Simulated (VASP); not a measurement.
# Cu (Fm-3m) in VASP: single point with PBE

Aim: the single point of Cu with PBE.

Everything below comes from runs of VASP 6.6.1. Logs are shortened: lines on timing, memory, paths and dates and some standing lists are left out, and cuts for length are marked.

### Step 1. The cell of the first run

It takes space group Fm-3m (No. 225, cubic). Conventional cell: a = 3.629 Å, b = 3.629 Å, c = 3.629 Å, α = 90.00°, β = 90.00°, γ = 90.00°. Within 3.4 Å of Cu (site symmetry m-3m) lie 12 Cu at 2.57 Å.

### Step 2. Single point, PBE

The input, INCAR:

```
SYSTEM = Cu
PREC = Accurate
ENCUT = 520
EDIFF = 1E-6
ISMEAR = 0
SIGMA = 0.1
LREAL = .False.
LASPH = .True.
NELM = 80
ALGO = Fast
ISIF = 2
LWAVE = .False.
LCHARG = .False.
GGA = PE
NBANDS = 12
```

The input, KPOINTS:

```
regular mesh
0
Gamma
  38 38 38
  0 0 0
```

The input, POSCAR:

```
Cu
1.0
    0.0000000000      1.8147456048      1.8147456048
    1.8147456048      0.0000000000      1.8147456048
    1.8147456048      1.8147456048      0.0000000000
Cu
1
Direct
    0.0000000000      0.0000000000      0.0000000000
```

Potentials or basis: VASP PAW PBE potentials, release 64 (Cu).

Command:

```console
$ cat potpaw_PBE.64/Cu/POTCAR > POTCAR
$ mpirun -np 1 vasp_std > vasp.out
```

OUTCAR:

```text
SYSTEM = Cu
   PREC = Accurate
   ENCUT = 520
   EDIFF = 1E-6
   ISMEAR = 0
   LREAL = .False.
   LASPH = .True.
   NELM = 80
   ISIF = 2
   GGA = PE

 ion  position               nearest neighbor table
   1  0.000  0.000  0.000-

  LATTYP: Found a face centered cubic cell.
 ALAT       =     3.6294912096

  Lattice vectors:

 A1 = (   0.0000000000,   1.8147456048,   1.8147456048)
 A2 = (   1.8147456048,   0.0000000000,   1.8147456048)
 A3 = (   1.8147456048,   1.8147456048,   0.0000000000)

Analysis of symmetry for initial positions (statically):
=====================================================================
 Subroutine PRICEL returns:
 Original cell was already a primitive cell.

 Routine SETGRP: Setting up the symmetry group for a
 face centered cubic supercell.

 Subroutine GETGRP returns: Found 48 space group operations
 (whereof 48 operations were pure point group operations)
 out of a pool of 48 trial point group operations.

The static configuration has the point symmetry O_h .

Analysis of symmetry for dynamics (positions and initial velocities):
=====================================================================
 Subroutine PRICEL returns:
 Original cell was already a primitive cell.

 Routine SETGRP: Setting up the symmetry group for a
 face centered cubic supercell.

 Subroutine GETGRP returns: Found 48 space group operations
 (whereof 48 operations were pure point group operations)
 out of a pool of 48 trial point group operations.

The dynamic configuration has the point symmetry O_h .

 Subroutine INISYM returns: Found 48 space group operations
 (whereof 48 operations are pure point group operations),
 and found     1 'primitive' translations

----------------------------------------------------------------------------------------

                                     Primitive cell

  volume of cell :      11.9530

  direct lattice vectors                    reciprocal lattice vectors
     0.000000000  1.814745605  1.814745605    -0.275520711  0.275520711  0.275520711
     1.814745605  0.000000000  1.814745605     0.275520711 -0.275520711  0.275520711
     1.814745605  1.814745605  0.000000000     0.275520711  0.275520711 -0.275520711

  length of vectors
     2.566437847  2.566437847  2.566437847     0.477215871  0.477215871  0.477215871

  position of ions in fractional coordinates (direct lattice)
     0.000000000  0.000000000  0.000000000

  ion indices of the primitive-cell ions
   primitive index   ion index
                 1           1

----------------------------------------------------------------------------------------

 KPOINTS: regular mesh

Automatic generation of k-mesh.
 Grid dimensions read from file:
 generate k-points for:   38   38   38

 Generating k-lattice:

  Cartesian coordinates                     Fractional coordinates (reciprocal lattice)
    -0.007250545  0.007250545  0.007250545     0.026315789  0.000000000  0.000000000
     0.007250545 -0.007250545  0.007250545     0.000000000  0.026315789  0.000000000
     0.007250545  0.007250545 -0.007250545     0.000000000  0.000000000  0.026315789

  Length of vectors
     0.012558312  0.012558312  0.012558312

  Shift w.r.t. Gamma in fractional coordinates (k-lattice)
     0.000000000  0.000000000  0.000000000

 Subroutine IBZKPT returns following result:
 ===========================================

 Found   1440 irreducible k-points:

 Following reciprocal coordinates:
            Coordinates               Weight
  0.000000  0.000000  0.000000      1.000000
  0.026316  0.000000  0.000000      8.000000
  0.052632  0.000000  0.000000      8.000000
  0.078947  0.000000  0.000000      8.000000
  0.105263  0.000000  0.000000      8.000000
  0.131579  0.000000  0.000000      8.000000
[... 16 lines left out ...]
  0.078947  0.026316  0.000000     24.000000
  0.105263  0.026316  0.000000     24.000000
 [... further k-points ...]
   k-points           NKPTS =   1440   k-points in BZ     NKDIM =   1440   number of bands    NBANDS=     12
   number of dos      NEDOS =    301   number of ions     NIONS =      1
   total plane-waves  NPLWV =   8000
   dimension x,y,z NGX =    20 NGY =   20 NGZ =   20
   dimension x,y,z NGXF=    40 NGYF=   40 NGZF=   40
   ions per type =               1
   NGX,Y,Z   is equivalent  to a cutoff of  12.96, 12.96, 12.96 a.u.
   NGXF,Y,Z  is equivalent  to a cutoff of  25.91, 25.91, 25.91 a.u.
 SYSTEM =  Cu
   PREC   = accura    normal or accurate (medium, high low for compatibility)
   ISTART =      0    job   : 0-new  1-cont  2-samecut
   ICHARG =      2    charge: 1-file 2-atom 10-const
   ISPIN  =      1    spin polarized calculation?
   LNONCOLLINEAR =      F non collinear calculations
   LSORBIT =      F    spin-orbit coupling
   LASPH  =      T    aspherical Exc in radial PAW
   ENCUT  =  520.0 eV  38.22 Ry    6.18 a.u.   4.77  4.77  4.77*2*pi/ulx,y,z
   NELM   =     80;   NELMIN=  2; NELMDL= -5     # of ELM steps
   EDIFF  = 0.1E-05   stopping-criterion for ELM
   LREAL  =      F    real-space projection
   EDIFFG = 0.1E-04   stopping-criterion for IOM
   NSW    =      0    number of steps for IOM
   IBRION =     -1    ionic relax: 0-MD 1-quasi-New 2-CG
   NFREE  =      0    steps in history (QN), initial steepest desc. (CG)
   ISIF   =      2    stress and relaxation
   ISYM   =      2    0-nonsym 1-usesym 2-fastsym
   POTIM  = 0.5000    time-step for ionic-motion
   TEBEG  =    0.0;   TEEND  =   0.0 temperature during run
   PSTRESS=    0.0 pullay stress
   NELECT =      11.0000    total number of electrons
   NUPDOWN=      -1.0000    fix difference up-down
   EMIN   =  10.00;   EMAX   =-10.00  energy-range for DOS
   EFERMI =   0.00;   METHOD = LEGACY
   ISMEAR =     0;   SIGMA  =   0.10  broadening in eV -4-tet -1-fermi 0-gaus
   EFERMI_NEDOS =   21; number of points for ismear=-14 and -15
   IALGO  =     68    algorithm
   IMIX   =      4    mixing-type and parameters
     AMIX     =   0.40;   BMIX     =  1.00
     AMIX_MAG =   1.60;   BMIX_MAG =  1.00
  volume/ion in A,a.u.               =      11.95        80.66
  Fermi-wavevector in a.u.,A,eV,Ry     =   1.592380  3.009161 34.499928  2.535673
  Thomas-Fermi vector in A             =   2.690774
   LORBIT       =      0    0 simple, 1 ext, 2 COOP (PROOUT), +10 PAW based schemes
   GGA     = PE    functional components
   LHFCALC =     F    Hartree Fock is set to
   AEXX    =    0.0000 exact exchange contribution
   IVDW    =     0    specifies the selected vdW correction
   LEPSILON=     F    determine dielectric tensor
   LRPA    =     F    only Hartree local field effects (RPA)
 non-spin polarized calculation
 RMM-DIIS sequential band-by-band and
 Gauss-broadening in eV      SIGMA  =   0.10
  energy-cutoff  :      520.00
  volume of cell :       11.95
 maximum number of plane-waves:       334
   NGX =  9   NGY =  9   NGZ =  9

 number of electron      10.9999997 magnetization

 Free energy of the ion-electron system (eV)
  ---------------------------------------------------
  ext. energy  EPLUGINS =         0.00000000
  ---------------------------------------------------
  free energy    TOTEN  =        -3.72834996 eV

  energy without entropy =       -3.72675631  energy(sigma->0) =       -3.72755313

 E-fermi :   7.4624     XC(G=0): -12.6566

 val. band max:        7.4585870497   @ k =  -0.3684   0.1579   0.0263
 cond. band min:       7.4627644759   @ k =   0.4211   0.4211   0.0000
 fundamental gap:      0.0041774262
 Fermi energy:         7.4624054546

 k-point     1 :       0.0000    0.0000    0.0000
  band No.  band energies     occupation
      1      -1.8227      2.00000
      2       4.4447      2.00000
      3       4.4447      2.00000
      4       4.4447      2.00000
      5       5.2513      2.00000
      6       5.2513      2.00000
      7      29.9355      0.00000
      8      32.4866      0.00000
      9      32.4866      0.00000
     10      32.4866      0.00000
     11      34.9689      0.00000
     12      34.9689      0.00000

 k-point     2 :       0.0263    0.0000    0.0000
  band No.  band energies     occupation
      1      -1.7976      2.00000
      2       4.4393      2.00000
      3       4.4495      2.00000
      4       4.4495      2.00000
      5       5.2493      2.00000
      6       5.2493      2.00000
      7      29.8250      0.00000
      8      31.9744      0.00000
      9      32.3916      0.00000
     10      32.3916      0.00000
     11      35.1002      0.00000
     12      35.1002      0.00000

 k-point     3 :       0.0526    0.0000    0.0000
  band No.  band energies     occupation
      1      -1.7225      2.00000
      2       4.4236      2.00000
      3       4.4636      2.00000
      4       4.4636      2.00000
      5       5.2437      2.00000
      6       5.2437      2.00000
      7      29.3577      0.00000
      8      31.2124      0.00000
      9      32.1532      0.00000
     10      32.1532      0.00000
     11      35.4459      0.00000
     12      35.4460      0.00000
[... 286 lines left out ...]
 k-point    23 :       0.0789    0.0263    0.0000
  band No.  band energies     occupation
      1      -1.6228      2.00000
      2       4.3987      2.00000
      3       4.4828      2.00000
      4       4.4856      2.00000
      5       5.2181      2.00000
      6       5.2556      2.00000
      7      28.7479      0.00000
      8      30.7282      0.00000
      9      31.2886      0.00000
     10      32.4236      0.00000
     11      35.3392      0.00000
     12      36.3545      0.00000

 k-point    24 :       0.1053    0.0263    0.0000
  band No.  band energies     occupation
      1      -1.4660      2.00000
      2       4.3682      2.00000
      3       4.5086      2.00000
      4       4.5124      2.00000
      5       5.2036      2.00000
      6       5.2534      2.00000
      7      27.5668      0.00000
      8      30.4388      0.00000
      9      30.9064      0.00000
     10      32.3722      0.00000
     11      35.5546      0.00000
     12      36.9280      0.00000

 [... further k-points ...]

------------------------ aborting loop because EDIFF is reached ----------------------------------------

  FORCE on cell =-STRESS in cart. coord.  units (eV):
  Direction    XX          YY          ZZ          XY          YZ          ZX
  --------------------------------------------------------------------------------------
  -------------------------------------------------------------------------------------
  Total        0.0333057      0.0333057      0.0333057     -0.0000000     -0.0000000     -0.0000000
  in kB        4.4642843      4.4642843      4.4642843     -0.0000000     -0.0000000     -0.0000000
  external PRESSURE =       4.4642843 kB  Pullay stress =       0.0000000 kB

 VOLUME and BASIS-vectors are now :
 -----------------------------------------------------------------------------
  energy-cutoff  :      520.00
  volume of cell :       11.95
      direct lattice vectors                 reciprocal lattice vectors
     0.000000000  1.814745605  1.814745605    -0.275520711  0.275520711  0.275520711
     1.814745605  0.000000000  1.814745605     0.275520711 -0.275520711  0.275520711
     1.814745605  1.814745605  0.000000000     0.275520711  0.275520711 -0.275520711

 POSITION                                       TOTAL-FORCE (eV/Angst)
 -----------------------------------------------------------------------------------
      0.00000      0.00000      0.00000         0.000000      0.000000      0.000000
 -----------------------------------------------------------------------------------
    total drift:                                0.000000      0.000000      0.000000

  FREE ENERGIE OF THE ION-ELECTRON SYSTEM (eV)
  ---------------------------------------------------
  free  energy   TOTEN  =        -3.7283499576 eV

  energy  without entropy=       -3.7267563111  energy(sigma->0) =       -3.72755313
```

Wall time 2.2 min (1 thread of Intel Xeon Platinum 8375C at 2.90GHz (Ice Lake), shared host); peak memory 0.3 GiB.

What came out:

* Free energy: -3.7283 eV
* Pressure: 0.4 GPa
